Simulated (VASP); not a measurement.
# SiW2 (P4/nmm) in VASP: a series of runs, part 2 of 2

VASP 6.6.1. Earlier steps stand in the parts before.

## (5) Single point, PBE

This run uses another cell than the first one, of 14.91 Å³/atom, 1.031 times its volume.

File INCAR:

```
PREC     = Accurate       # precision mode
ENCUT    = 520            # plane-wave cutoff, eV
EDIFF    = 1E-6           # SCF threshold, eV
ISMEAR   = 0              # smearing method
SIGMA    = 0.1            # smearing width, eV
LREAL    = False          # projectors in reciprocal space
LASPH    = True           # aspherical terms in the spheres
NELM     = 60             # most SCF steps
ALGO     = Fast           # electronic algorithm
ISIF     = 2              # what is computed and relaxed
LWAVE    = False          # write WAVECAR
LCHARG   = False          # write CHGCAR
GGA      = PE             # functional
NBANDS   = 41             # bands
```

File KPOINTS:

```
regular mesh
0
Gamma
  10 10 4
```

File POSCAR:

```
SiW2
1.0
    3.2009062736      0.0000000000      0.0000000000
    0.0000000000      3.2009062736      0.0000000000
    0.0000000000      0.0000000000      8.7336668863
Si W
2 4
Direct
    0.0000000000      0.5000000000      0.9194559970
    0.5000000000      0.0000000000      0.0805440030
    0.0000000000      0.5000000000      0.5884620207
    0.5000000000      0.0000000000      0.4115379793
    0.5000000000      0.0000000000      0.7739877577
    0.0000000000      0.5000000000      0.2260122423
```

Potentials or basis: VASP PAW PBE potentials, release 64 (Si, W_sv).

Command:

```sh
$ cat potpaw_PBE.64/Si/POTCAR potpaw_PBE.64/W_sv/POTCAR > POTCAR
$ mpirun -np 1 vasp_std > vasp.out
```

OUTCAR:

```text
PREC = Accurate
   ENCUT = 520
   EDIFF = 1E-6
   ISMEAR = 0
   LREAL = False
   LASPH = True
   NELM = 60
   ISIF = 2
   GGA = PE

 ion  position               nearest neighbor table
   1  0.000  0.500  0.919-   5 2.60   5 2.60   5 2.60   5 2.60   2 2.67   2 2.67   2 2.67   2 2.67
                             6 2.68   3 2.89
   2  0.500  0.000  0.081-   6 2.60   6 2.60   6 2.60   6 2.60   1 2.67   1 2.67   1 2.67   1 2.67
                             5 2.68   4 2.89
   3  0.000  0.500  0.588-   4 2.74   4 2.74   4 2.74   4 2.74   5 2.78   5 2.78   5 2.78   5 2.78
                             1 2.89   6 3.17
   4  0.500  0.000  0.412-   3 2.74   3 2.74   3 2.74   3 2.74   6 2.78   6 2.78   6 2.78   6 2.78
                             2 2.89   5 3.17
   5  0.500  0.000  0.774-   1 2.60   1 2.60   1 2.60   1 2.60   2 2.68   3 2.78   3 2.78   3 2.78
                             3 2.78   4 3.17
   6  0.000  0.500  0.226-   2 2.60   2 2.60   2 2.60   2 2.60   1 2.68   4 2.78   4 2.78   4 2.78
                             4 2.78   3 3.17

  LATTYP: Found a simple tetragonal cell.
 ALAT       =     3.2009062736
 C/A-ratio  =     2.7284981626

  Lattice vectors:

 A1 = (   3.2009062736,   0.0000000000,   0.0000000000)
 A2 = (   0.0000000000,   3.2009062736,   0.0000000000)
 A3 = (   0.0000000000,   0.0000000000,   8.7336668863)
[... 186 lines left out ...]

 E-fermi :  11.3666     XC(G=0): -13.0424

 val. band max:       11.3571403799   @ k =   0.1000   0.1000   0.2500
 cond. band min:      11.3744999440   @ k =   0.3000   0.1000   0.0000
 fundamental gap:      0.0173595641
 Fermi energy:        11.3665994055

 k-point     1 :       0.0000    0.0000    0.0000
  band No.  band energies     occupation
      1     -62.8973      2.00000
      2     -62.7822      2.00000
      3     -62.5028      2.00000
      4     -62.5015      2.00000
      5     -27.3311      2.00000
      6     -27.2440      2.00000
[... 1045 lines left out ...]
     40      14.3054      0.00000
     41      15.5243      0.00000

 [... further k-points ...]
[... 5 lines left out ...]
  --------------------------------------------------------------------------------------
  -------------------------------------------------------------------------------------
  Total        0.1865176      0.1865176      0.1822292      0.0000000     -0.0000000      0.0000000
  in kB        3.3395486      3.3395486      3.2627671      0.0000000     -0.0000000      0.0000000
  external PRESSURE =       3.3139548 kB  Pullay stress =       0.0000000 kB

 VOLUME and BASIS-vectors are now :
 -----------------------------------------------------------------------------
  energy-cutoff  :      520.00
  volume of cell :       89.48
      direct lattice vectors                 reciprocal lattice vectors
     3.200906274  0.000000000  0.000000000     0.312411522  0.000000000  0.000000000
     0.000000000  3.200906274  0.000000000     0.000000000  0.312411522  0.000000000
     0.000000000  0.000000000  8.733666886     0.000000000  0.000000000  0.114499444

 POSITION                                       TOTAL-FORCE (eV/Angst)
 -----------------------------------------------------------------------------------
      0.00000      1.60045      8.03022         0.000000      0.000000      0.009732
      1.60045      0.00000      0.70344         0.000000      0.000000     -0.009732
      0.00000      1.60045      5.13943        -0.000000      0.000000     -0.000009
      1.60045      0.00000      3.59424        -0.000000      0.000000      0.000009
      1.60045      0.00000      6.75975         0.000000      0.000000      0.020414
      0.00000      1.60045      1.97392        -0.000000      0.000000     -0.020414
 -----------------------------------------------------------------------------------
    total drift:                                0.000000      0.000000      0.000000

  FREE ENERGIE OF THE ION-ELECTRON SYSTEM (eV)
  ---------------------------------------------------
  free  energy   TOTEN  =       -63.6425979360 eV

  energy  without entropy=      -63.6330268848  energy(sigma->0) =      -63.63781241
```

Wall time 2.6 min (1 thread of Intel Xeon Platinum 8375C at 2.90GHz (Ice Lake), shared host); peak memory 0.31 GiB.

Results:

```yaml
Free_energy: -63.6426 eV
Pressure: 0.3 GPa
Largest_force: 0.020 eV/Å
Band_gap_on_the_k_mesh: zero (band 32 reaches 11.66 eV, above the bottom of band 33 at 11.20 eV)
```

Forces in eV/Å, atoms in the order of the input:
```
Si   0.000  0.000  0.010
Si   0.000  0.000 -0.010
W    0.000  0.000  0.000
W    0.000  0.000  0.000
W    0.000  0.000  0.020
W    0.000  0.000 -0.020
```

Caveat: spin-orbit coupling is left out, which moves the levels of the heavy elements.

## (6) Single point, PBE (volume scaled by 1.06, then relaxed in part)

File INCAR:

```
SYSTEM = SiW2
PREC = Accurate
ENCUT = 520
EDIFF = 1E-6
ISMEAR = 0
SIGMA = 0.1
LREAL = .FALSE.
LASPH = .TRUE.
NELM = 100
ALGO = Fast
ISIF = 2
LWAVE = .FALSE.
LCHARG = .FALSE.
GGA = PE
NBANDS = 41
```

File KPOINTS:

```
regular mesh
0
G
  10 10 4
  0 0 0
```

File POSCAR:

```
SiW2
1.0
    3.2639706025      0.0000000000      0.0000000000
    0.0000000000      3.2639706025      0.0000000000
    0.0000000000      0.0000000000      8.9034008524
Si W
2 4
Direct
    0.0000000000      0.5000000000      0.9168962210
    0.5000000000      0.0000000000      0.0831037790
    0.0000000000      0.5000000000      0.5878065948
    0.5000000000      0.0000000000      0.4121934052
    0.5000000000      0.0000000000      0.7728761680
    0.0000000000      0.5000000000      0.2271238320
```

Potentials or basis: VASP PAW PBE potentials, release 64 (Si, W_sv).

Command:

```sh
$ cat potpaw_PBE.64/Si/POTCAR potpaw_PBE.64/W_sv/POTCAR > POTCAR
$ mpirun -np 1 vasp_std > vasp.out
```

It took 2.7 min on 1 thread of Intel Xeon Platinum 8375C at 2.90GHz (Ice Lake), shared host; peak memory 0.32 GiB.

The run converged. Its results:

```
Free energy            : -63.4173 eV
Pressure               : -13.1 GPa
Largest force          : 0.019 eV/Å
Band gap on the k mesh : zero (band 32 reaches 10.84 eV, above the bottom of band 33 at 10.33 eV)
```

Forces on the atoms (eV/Å):
```
Si   0.000  0.000  0.003
Si   0.000  0.000 -0.003
W    0.000  0.000  0.005
W    0.000  0.000 -0.005
W    0.000  0.000  0.019
W    0.000  0.000 -0.019
```

Levels at points of the mesh, in eV from the Fermi level:
| k point | band 28 | band 29 | band 30 | band 31 | band 32 | band 33 | band 34 | band 35 | band 36 | band 37 |
| --- | --- | --- | --- | --- | --- | --- | --- | --- | --- | --- |
| (0.00, 0.00, 0.00) | -0.96 | -0.96 | -0.89 | -0.83 | -0.83 | 0.36 | 0.81 | 0.91 | 1.60 | 1.60 |
| (0.50, 0.00, 0.00) | -1.97 | -1.59 | -1.59 | -0.18 | -0.18 | 0.67 | 0.67 | 0.85 | 0.85 | 2.66 |
| (0.50, 0.50, 0.00) | -3.13 | -1.80 | -1.80 | -0.83 | -0.83 | 1.82 | 1.82 | 2.75 | 2.76 | 2.77 |
| (0.00, 0.00, 0.50) | -1.11 | -1.11 | -0.88 | 0.02 | 0.02 | 0.32 | 0.37 | 0.37 | 0.54 | 1.34 |
| (0.50, 0.00, 0.50) | -1.83 | -1.59 | -1.59 | -0.76 | -0.76 | 0.98 | 0.98 | 1.25 | 1.25 | 2.53 |
| (0.50, 0.50, 0.50) | -2.71 | -2.50 | -2.50 | -0.37 | -0.37 | 1.98 | 1.98 | 2.13 | 2.13 | 2.75 |

Caveat: the cell differs from its parent crystal (volume scaled by 1.06, then relaxed in part); spin-orbit coupling is left out, which moves the levels of the heavy elements.

## (7) Relaxation of shape and atoms at fixed volume, PBE (volume scaled by 0.97)

File INCAR:

```
PREC = Accurate
ENCUT = 600
EDIFF = 1E-6
ISMEAR = 0
SIGMA = 0.1
LREAL = False
LASPH = True
NELM = 80
ALGO = Fast
ISIF = 4
LWAVE = False
LCHARG = False
GGA = PE
IBRION = 2
NSW = 50
EDIFFG = -0.01
```

File KPOINTS:

```
regular mesh
0
Gamma
  10 10 4
```

File POSCAR:

```
SiW2
1.0
    3.1685716762      0.0000000000      0.0000000000
    0.0000000000      3.1685716762      0.0000000000
    0.0000000000      0.0000000000      8.6454419969
Si W
2 4
Direct
    0.0000000000      0.5000000000      0.9194559970
    0.5000000000      0.0000000000      0.0805440030
    0.0000000000      0.5000000000      0.5884620207
    0.5000000000      0.0000000000      0.4115379793
    0.5000000000      0.0000000000      0.7739877577
    0.0000000000      0.5000000000      0.2260122423
```

Command:

```sh
$ cat potpaw_PBE.64/Si/POTCAR potpaw_PBE.64/W_sv/POTCAR > POTCAR
$ mpirun -np 1 vasp_std > vasp.out
```

It took 11 min on 1 thread of Oxide Virtual Turin-like, shared host; peak memory 0.33 GiB.

The run converged. Its results:

```
Free energy               : -63.5674 eV
Energy gained by relaxing : 0.3 meV/atom
Ionic steps               : 5
Pressure after relaxing   : 8.9 GPa
Band gap on the k mesh    : zero (band 32 reaches 12.09 eV, above the bottom of band 33 at 11.67 eV)
```

Stress tensor (GPa, compression positive):
```
8.89 0.00 0.00
0.00 8.89 0.00
0.00 0.00 8.98
```

Step by step:
```csv
step,energy change (eV),largest force (eV/Å),pressure (GPa),volume (Å³)
1,0.0000,0.1442,9.13,86.80
2,-0.0017,0.0443,8.98,86.80
3,-0.0018,0.0038,8.93,86.80
4,-0.0018,0.0071,8.94,86.80
5,-0.0018,0.0013,8.92,86.80
```

Final structure:
```
Si W
1.0
     3.16812    0.00000    0.00000
     0.00000    3.16812    0.00000
     0.00000    0.00000    8.64791
Si W
2 4
Direct
  0.00000 0.50000 0.92060
  0.50000 0.00000 0.07940
  0.00000 0.50000 0.58875
  0.50000 0.00000 0.41125
  0.50000 0.00000 0.77448
  0.00000 0.50000 0.22552
```

Levels at points of the mesh, in eV from the Fermi level:
```tsv
k point	band 30	band 31	band 32	band 33	band 34	band 35
(0.00, 0.00, 0.00)	-0.93	-0.91	-0.91	0.43	0.75	1.22
(0.50, 0.00, 0.00)	-1.74	-0.16	-0.16	0.62	0.62	0.89
(0.50, 0.50, 0.00)	-1.77	-0.73	-0.73	2.12	2.12	3.12
(0.00, 0.00, 0.50)	-0.92	0.06	0.06	0.37	0.37	0.44
(0.50, 0.00, 0.50)	-1.66	-0.81	-0.81	0.98	0.98	1.33
(0.50, 0.50, 0.50)	-2.64	-0.16	-0.16	2.27	2.27	2.51
```

Caveat: the cell differs from its parent crystal (volume scaled by 0.97); spin-orbit coupling is left out, which moves the levels of the heavy elements.

## (8) Summary

| task | cell | cutoff (eV) | gap on the mesh (eV) | pressure (GPa) | largest force (eV/Å) |
| --- | --- | --- | --- | --- | --- |
| single point | a = 3.168, b = 3.168, c = 8.650 Å, 6 atoms | 520 | none | 8.9 | 0.04 |
| single point | a = 3.201, b = 3.201, c = 8.734 Å, 6 atoms | 520 | none | 0.3 | 0.02 |
| single point | a = 3.201, b = 3.201, c = 8.735 Å, 6 atoms | 520 | none | 0.3 | 0.03 |
| single point | a = 3.264, b = 3.264, c = 8.903 Å, 6 atoms | 520 | none | -13.1 | 0.02 |
| relaxation of shape and atoms at fixed volume | relaxed from a = 3.169, b = 3.169, c = 8.645 Å, 6 atoms | 600 | none | 8.9 | - |

Alike in all rows: level PBE; potentials or basis VASP PAW PBE potentials, release 64 (Si, W_sv); no spin polarisation; k mesh 10 × 10 × 4; smearing gaussian 0.1 eV.

Caveats: spin-orbit coupling is left out, which moves the levels of the heavy elements.

Absolute energies hang on the potentials; compare differences alone.
